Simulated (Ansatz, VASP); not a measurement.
# Two plane-wave programs on Sb

```
CELL_PARAMETERS angstrom
3.08415 0.00000 0.00000
0.00000 6.26103 0.00000
0.00000 0.00000 8.55491
ATOMIC_POSITIONS crystal
Sb 0.50000 0.75136 0.31831
Sb 0.50000 0.24864 0.31831
Sb 0.50000 0.75136 0.68169
Sb 0.50000 0.24864 0.68169
Sb 0.50000 0.50000 0.00000
```

Alike in both runs: functional PBE; k mesh 12 × 6 × 6; occupations gaussian, width 0.1 eV; no spin polarisation.

Ansatz relaxed the structure, and its values are those at the end. VASP's run is a single point on that final structure, the one shown.

|  | VASP | Ansatz |
| --- | --- | --- |
| version | VASP 6.6.1 | Ansatz 0.2.0 |
| potentials or method | VASP PAW PBE potentials, release 64 (Sb), cutoff 520 eV | scalar-relativistic, plane waves, PAW |
| valence electrons in the cell | 25 | 75 |

|  | VASP | Ansatz | Ansatz less VASP |
| --- | --- | --- | --- |
| gap on the k mesh at the Fermi level (eV) | none | none | - |
| pressure (GPa) | 0.0 | 0.0 | +0.02 |

A gap of «none» marks a metal or a gap that the smearing closes. VASP's potentials hold 25 valence electrons a cell and Ansatz's 75, so a difference there can come from the potentials and not from the codes.

Neither program's run includes spin-orbit coupling.
